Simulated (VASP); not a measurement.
Input of a VASP 6.6.1 run:

Contents of INCAR:

```
  PREC = Accurate
  ENCUT = 520
  EDIFF = 1E-6
  ISMEAR = 0
  SIGMA = 0.01
  LREAL = F
  LASPH = T
  NELM = 80
  ALGO = Normal
  ISIF = 2
  LWAVE = F
  LCHARG = F
  GGA = PS
  NBANDS = 28
```

Contents of KPOINTS:

```
Automatic mesh
0
Gamma
  4 4 4
```

File POSCAR:

```
BaTiO3
1.0
    3.9855000000      0.0000000000      0.0000000000
    0.0000000000      2.8369000000      2.8451500000
    0.0000000000     -2.8369000000      2.8451500000
Ba Ti O
1 1 3
Direct
    0.0000000000      0.0000000000      0.0000000000
    0.5000000000      0.5124000000      0.5124000000
    0.0000000000      0.4874000000      0.4874000000
    0.5000000000      0.5052400000      0.9918400000
    0.5000000000      0.9918400000      0.5052400000
```

Potentials or basis: VASP PAW PBE potentials, release 64 (Ba_sv, Ti_sv, O).

The run is started by

```bash
$ cat potpaw_PBE.64/Ba_sv/POTCAR potpaw_PBE.64/Ti_sv/POTCAR potpaw_PBE.64/O/POTCAR > POTCAR
$ mpirun -np 1 vasp_std > vasp.out
```

Q: Predict the largest force.

A: 0.305 eV/Å.

Q: Predict the pressure.

A: -2.1 GPa.

Forces on the atoms (eV/Å):
```
Ba   0.000  0.000  0.157
Ti   0.000  0.000  0.266
O    0.000  0.000  0.187
O    0.000  0.017 -0.305
O    0.000 -0.017 -0.305
```

Caveat: the PAW data sets were made with another functional, which shifts forces and pressure a little.
